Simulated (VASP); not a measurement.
# BN (R3m) in VASP: further runs

Aim: see how the results for BN move with the level of theory and the settings. Levels: LDA, BLYP, PBEsol. Tasks: single point.

Everything below comes from runs of VASP 6.6.1. Logs are shortened: lines on timing, memory, paths and dates and some standing lists are left out, and cuts for length are marked.

### Step 1. The cell of the first run

It takes space group R3m (No. 160, trigonal). The conventional cell has a = 2.502 Å, b = 2.502 Å, c = 10.119 Å, α = 90.00°, β = 90.00°, γ = 120.00°. Within 1.9 Å of B (site symmetry 3m) lie 3 N at 1.44 Å. Within 1.9 Å of N (site symmetry 3m) lie 3 B at 1.44 Å.

### Step 2. Single point, LDA

Input file INCAR:

```
SYSTEM = BN
ALGO = Normal
EDIFF = 1E-7
ENCUT = 520
GGA = CA
ISIF = 2
ISMEAR = 0
LASPH = .TRUE.
LCHARG = .TRUE.
LELF = .TRUE.
LREAL = .FALSE.
LVHAR = .TRUE.
LWAVE = .FALSE.
NBANDS = 11
NELM = 80
PREC = Accurate
SIGMA = 0.01
```

Input file KPOINTS:

```
k-points
0
G
  8 8 8
  0 0 0
```

Input file POSCAR:

```
BN
1.0
    1.2511200000      0.7223400000      3.3729300000
   -1.2511200000      0.7223400000      3.3729300000
    0.0000000000     -1.4446700000      3.3729300000
B N
1 1
Direct
    0.9996700000      0.9996700000      0.9996700000
    0.3327600000      0.3327600000      0.3327600000
```

Potentials or basis: VASP PAW LDA potentials, release 64 (B, N).

Launch:

```sh
$ cat potpaw_LDA.64/B/POTCAR potpaw_LDA.64/N/POTCAR > POTCAR
$ mpirun -np 1 vasp_std > vasp.out
```

OUTCAR:

```text
SYSTEM = BN
   EDIFF = 1E-7
   ENCUT = 520
   GGA = CA
   ISIF = 2
   ISMEAR = 0
   LASPH = .TRUE.
   LREAL = .FALSE.
   NELM = 80
   PREC = Accurate

 ion  position               nearest neighbor table
   1  1.000  1.000  1.000-   2 1.44   2 1.44   2 1.44
   2  0.333  0.333  0.333-   1 1.44   1 1.44   1 1.44

  LATTYP: Found a trigonal (rhomboedric) cell.
 ALAT       =     3.6692959972
 COS(alpha) =     0.7674777610

  Lattice vectors:

 A1 = (   1.2511200000,   0.7223400000,   3.3729300000)
 A2 = (  -1.2511200000,   0.7223400000,   3.3729300000)
 A3 = (   0.0000000000,  -1.4446700000,   3.3729300000)

Analysis of symmetry for initial positions (statically):
=====================================================================
 Subroutine PRICEL returns:
 Original cell was already a primitive cell.

 Routine SETGRP: Setting up the symmetry group for a
 trigonal (rhombohedral) supercell.

 Subroutine GETGRP returns: Found  6 space group operations
 (whereof  6 operations were pure point group operations)
 out of a pool of 12 trial point group operations.

The static configuration has the point symmetry C_3v.

Analysis of symmetry for dynamics (positions and initial velocities):
=====================================================================
 Subroutine PRICEL returns:
 Original cell was already a primitive cell.

 Routine SETGRP: Setting up the symmetry group for a
 trigonal (rhombohedral) supercell.

 Subroutine GETGRP returns: Found  6 space group operations
 (whereof  6 operations were pure point group operations)
 out of a pool of 12 trial point group operations.

The dynamic configuration has the point symmetry C_3v.

 Subroutine INISYM returns: Found  6 space group operations
 (whereof  6 operations are pure point group operations),
 and found     1 'primitive' translations

----------------------------------------------------------------------------------------

                                     Primitive cell

  volume of cell :      18.2893

  direct lattice vectors                    reciprocal lattice vectors
     1.251120000  0.722340000  3.372930000     0.399641921  0.230732669  0.098825817
    -1.251120000  0.722340000  3.372930000    -0.399641921  0.230732669  0.098825817
     0.000000000 -1.444670000  3.372930000     0.000000000 -0.461465337  0.098826501

  length of vectors
     3.669295997  3.669295997  3.669295327     0.471929837  0.471929837  0.471928951

  position of ions in fractional coordinates (direct lattice)
     0.999670000  0.999670000  0.999670000
     0.332760000  0.332760000  0.332760000

  ion indices of the primitive-cell ions
   primitive index   ion index
                 1           1
                 2           2

----------------------------------------------------------------------------------------

 KPOINTS: k-points

Automatic generation of k-mesh.
 Grid dimensions read from file:
 generate k-points for:    8    8    8

 Generating k-lattice:

  Cartesian coordinates                     Fractional coordinates (reciprocal lattice)
     0.049955240  0.028841584  0.012353227     0.125000000  0.000000000  0.000000000
    -0.049955240  0.028841584  0.012353227     0.000000000  0.125000000  0.000000000
     0.000000000 -0.057683167  0.012353313     0.000000000  0.000000000  0.125000000

  Length of vectors
     0.058991230  0.058991230  0.058991119

  Shift w.r.t. Gamma in fractional coordinates (k-lattice)
     0.000000000  0.000000000  0.000000000

 Subroutine IBZKPT returns following result:
 ===========================================

 Found     65 irreducible k-points:

 Following reciprocal coordinates:
            Coordinates               Weight
  0.000000  0.000000  0.000000      1.000000
  0.125000 -0.000000  0.000000      6.000000
  0.250000 -0.000000  0.000000      6.000000
  0.375000 -0.000000  0.000000      6.000000
  0.500000 -0.000000  0.000000      3.000000
  0.125000  0.125000  0.000000      6.000000
[... 16 lines left out ...]
  0.250000  0.125000  0.125000      6.000000
  0.375000  0.125000  0.125000      6.000000
 [... further k-points ...]
   k-points           NKPTS =     65   k-points in BZ     NKDIM =     65   number of bands    NBANDS=     11
   number of dos      NEDOS =    301   number of ions     NIONS =      2
   total plane-waves  NPLWV =  21952
   dimension x,y,z NGX =    28 NGY =   28 NGZ =   28
   dimension x,y,z NGXF=    56 NGYF=   56 NGZF=   56
   ions per type =               1   1
   NGX,Y,Z   is equivalent  to a cutoff of  12.69, 12.69, 12.69 a.u.
   NGXF,Y,Z  is equivalent  to a cutoff of  25.37, 25.37, 25.37 a.u.
 SYSTEM =  BN
   PREC   = accura    normal or accurate (medium, high low for compatibility)
   ISTART =      0    job   : 0-new  1-cont  2-samecut
   ICHARG =      2    charge: 1-file 2-atom 10-const
   ISPIN  =      1    spin polarized calculation?
   LNONCOLLINEAR =      F non collinear calculations
   LSORBIT =      F    spin-orbit coupling
   LASPH  =      T    aspherical Exc in radial PAW
   ENCUT  =  520.0 eV  38.22 Ry    6.18 a.u.   6.82  6.82  6.82*2*pi/ulx,y,z
   NELM   =     80;   NELMIN=  2; NELMDL= -5     # of ELM steps
   EDIFF  = 0.1E-06   stopping-criterion for ELM
   LREAL  =      F    real-space projection
   EDIFFG = 0.1E-05   stopping-criterion for IOM
   NSW    =      0    number of steps for IOM
   IBRION =     -1    ionic relax: 0-MD 1-quasi-New 2-CG
   NFREE  =      0    steps in history (QN), initial steepest desc. (CG)
   ISIF   =      2    stress and relaxation
   ISYM   =      2    0-nonsym 1-usesym 2-fastsym
   POTIM  = 0.5000    time-step for ionic-motion
   TEBEG  =    0.0;   TEEND  =   0.0 temperature during run
   PSTRESS=    0.0 pullay stress
   NELECT =       8.0000    total number of electrons
   NUPDOWN=      -1.0000    fix difference up-down
   EMIN   =  10.00;   EMAX   =-10.00  energy-range for DOS
   EFERMI =   0.00;   METHOD = LEGACY
   ISMEAR =     0;   SIGMA  =   0.01  broadening in eV -4-tet -1-fermi 0-gaus
   EFERMI_NEDOS =   21; number of points for ismear=-14 and -15
   IALGO  =     38    algorithm
   IMIX   =      4    mixing-type and parameters
     AMIX     =   0.40;   BMIX     =  1.00
     AMIX_MAG =   1.60;   BMIX_MAG =  1.00
  volume/ion in A,a.u.               =       9.14        61.71
  Fermi-wavevector in a.u.,A,eV,Ry     =   1.242718  2.348396 21.012115  1.544347
  Thomas-Fermi vector in A             =   2.377060
   LORBIT       =      0    0 simple, 1 ext, 2 COOP (PROOUT), +10 PAW based schemes
   GGA     = CA    functional components
   LHFCALC =     F    Hartree Fock is set to
   AEXX    =    0.0000 exact exchange contribution
   IVDW    =     0    specifies the selected vdW correction
   LEPSILON=     F    determine dielectric tensor
   LRPA    =     F    only Hartree local field effects (RPA)
 non-spin polarized calculation
 Gauss-broadening in eV      SIGMA  =   0.01
  energy-cutoff  :      520.00
  volume of cell :       18.29
 maximum number of plane-waves:       517
   NGX = 13   NGY = 13   NGZ = 13

 number of electron       8.0000000 magnetization

 Free energy of the ion-electron system (eV)
  ---------------------------------------------------
  ext. energy  EPLUGINS =         0.00000000
  ---------------------------------------------------
  free energy    TOTEN  =       -19.28627174 eV

  energy without entropy =      -19.28627174  energy(sigma->0) =      -19.28627174

 E-fermi :   2.0695     XC(G=0): -10.4316

 val. band max:        1.9966507323   @ k =  -0.1250   0.5000   0.1250
 cond. band min:       6.0930434506   @ k =   0.5000   0.5000   0.0000
 fundamental gap:      4.0963927183
 Fermi energy:         2.0695457097

 k-point     1 :       0.0000    0.0000    0.0000
  band No.  band energies     occupation
      1     -15.5632      2.00000
      2      -2.2029      2.00000
      3       0.7050      2.00000
      4       0.7050      2.00000
      5       6.8454      0.00000
      6      13.5663      0.00000
      7      13.5663      0.00000
      8      14.9757      0.00000
      9      16.8086      0.00000
     10      27.6476      0.00000
     11      29.4374      0.00000

 k-point     2 :       0.1250   -0.0000    0.0000
  band No.  band energies     occupation
      1     -15.2541      2.00000
      2      -1.8703      2.00000
      3      -0.4778      2.00000
      4       0.1625      2.00000
      5       7.4465      0.00000
      6      13.4250      0.00000
      7      13.9748      0.00000
      8      14.8530      0.00000
      9      17.6939      0.00000
     10      26.2046      0.00000
     11      28.3667      0.00000

 k-point     3 :       0.2500   -0.0000    0.0000
  band No.  band energies     occupation
      1     -14.3698      2.00000
      2      -3.0424      2.00000
      3      -0.9072      2.00000
      4      -0.8977      2.00000
      5       8.8884      0.00000
      6      11.5854      0.00000
      7      13.3026      0.00000
      8      18.0282      0.00000
      9      19.2393      0.00000
     10      22.6950      0.00000
     11      25.7054      0.00000

 k-point     4 :       0.3750   -0.0000    0.0000
  band No.  band energies     occupation
      1     -13.1196      2.00000
      2      -5.6235      2.00000
      3      -1.7673      2.00000
      4       0.4998      2.00000
      5       8.4820      0.00000
      6      11.1679      0.00000
      7      13.5660      0.00000
      8      18.4808      0.00000
      9      21.7649      0.00000
     10      21.9039      0.00000
     11      24.1248      0.00000
[... 239 lines left out ...]
 k-point    22 :       0.1250    0.1250    0.1250
  band No.  band energies     occupation
      1     -15.5245      2.00000
      2      -2.5725      2.00000
      3       0.7024      2.00000
      4       0.7025      2.00000
      5       7.5297      0.00000
      6      13.5560      0.00000
      7      13.5561      0.00000
      8      14.9351      0.00000
      9      16.8864      0.00000
     10      27.5077      0.00000
     11      28.9458      0.00000

 k-point    23 :       0.2500    0.1250    0.1250
  band No.  band energies     occupation
      1     -15.1945      2.00000
      2      -2.4239      2.00000
      3      -0.4807      2.00000
      4       0.1656      2.00000
      5       8.4632      0.00000
      6      13.4194      0.00000
      7      14.1089      0.00000
      8      14.8380      0.00000
      9      17.6456      0.00000
     10      26.6309      0.00000
     11      27.9673      0.00000

 k-point    24 :       0.3750    0.1250    0.1250
  band No.  band energies     occupation
      1     -14.3007      2.00000
      2      -3.0707      2.00000
      3      -1.5018      2.00000
      4      -0.9053      2.00000
      5       9.6984      0.00000
      6      12.2358      0.00000
      7      13.4717      0.00000
      8      18.0138      0.00000
      9      18.8688      0.00000
     10      23.5180      0.00000
     11      25.5904      0.00000

 [... further k-points ...]
[... 5 lines left out ...]
  --------------------------------------------------------------------------------------
  -------------------------------------------------------------------------------------
  Total       -0.5902139     -0.5902175     -0.1281005      0.0000000     -0.0000001      0.0000000
  in kB      -51.7038424    -51.7041571    -11.2218429      0.0000000     -0.0000111      0.0000000
  external PRESSURE =     -38.2099475 kB  Pullay stress =       0.0000000 kB

 VOLUME and BASIS-vectors are now :
 -----------------------------------------------------------------------------
  energy-cutoff  :      520.00
  volume of cell :       18.29
      direct lattice vectors                 reciprocal lattice vectors
     1.251120000  0.722340000  3.372930000     0.399641921  0.230732669  0.098825817
    -1.251120000  0.722340000  3.372930000    -0.399641921  0.230732669  0.098825817
     0.000000000 -1.444670000  3.372930000     0.000000000 -0.461465337  0.098826501

 POSITION                                       TOTAL-FORCE (eV/Angst)
 -----------------------------------------------------------------------------------
      0.00000      0.00001     10.11545        -0.000000     -0.000000     -0.002215
      0.00000      0.00000      3.36713         0.000000      0.000000      0.002215
 -----------------------------------------------------------------------------------
    total drift:                               -0.000000     -0.000166     -0.000018

  FREE ENERGIE OF THE ION-ELECTRON SYSTEM (eV)
  ---------------------------------------------------
  free  energy   TOTEN  =       -19.2862717445 eV

  energy  without entropy=      -19.2862717445  energy(sigma->0) =      -19.28627174
```

Run time: 11 s. Hardware: 1 thread of Intel Xeon Platinum 8488C (Sapphire Rapids), shared host; peak memory 0.14 GiB.

What came out:

| Property | Result |
| --- | --- |
| Free energy | -19.2863 eV |
| Pressure | -3.8 GPa |
| Band gap on the k mesh | 4.10 eV, indirect (least direct gap 4.80 eV) |

Forces in eV/Å, atoms in the order of the input:
```
B    0.000  0.000 -0.002
N    0.000  0.000  0.002
```

Stress tensor (GPa, compression positive):
```
-5.17  0.00  0.00
 0.00 -5.17  0.00
 0.00  0.00 -1.12
```

### Step 3. Single point, BLYP

Input file INCAR:

```
SYSTEM = BN
PREC = Accurate
ENCUT = 520
EDIFF = 1E-6
ISMEAR = 0
SIGMA = 0.01
LREAL = .False.
LASPH = .True.
NELM = 60
ALGO = Normal
ISIF = 2
LWAVE = .False.
LCHARG = .False.
GGA = B5
ALDAX = 1.0
AGGAX = 1.0
AGGAC = 1.0
ALDAC = 0.0
NBANDS = 11
```

Input file KPOINTS:

```
regular mesh
0
Gamma
  8 8 8
  0 0 0
```

POSCAR is that of step 2.

Potentials or basis: VASP PAW PBE potentials, release 64 (B, N).

Launch:

```sh
$ cat potpaw_PBE.64/B/POTCAR potpaw_PBE.64/N/POTCAR > POTCAR
$ mpirun -np 1 vasp_std > vasp.out
```

It took 16 s on 1 thread of Intel Xeon Platinum 8488C (Sapphire Rapids), shared host; peak memory 0.15 GiB.

It converged, with:

* Free energy: -16.8244 eV
* Pressure: 5.5 GPa
* Band gap on the k mesh: 4.36 eV, indirect (least direct gap 5.00 eV)

Stress tensor (GPa, compression positive):
```
6.27 0.00 0.00
0.00 6.27 0.00
0.00 0.00 3.93
```

Levels at points of the mesh, in eV from the valence-band top:
```tsv
k point	band 1	band 2	band 3	band 4	band 5	band 6	band 7	band 8
(0.00, 0.00, 0.00)	-17.68	-4.13	-1.38	-1.38	5.23	11.76	11.76	13.12
(0.50, 0.00, 0.00)	-14.54	-8.86	-4.11	-0.58	5.35	10.08	13.15	15.03
(0.50, 0.50, 0.00)	-14.47	-8.73	-4.17	-1.15	4.36	10.09	14.29	17.58
(0.50, 0.50, 0.50)	-17.42	-6.07	-1.40	-1.40	10.14	11.69	11.69	12.36
```

Caveat: the PAW data sets were made with another functional, which shifts forces and pressure a little.

(Continued in part 2 of 2.)
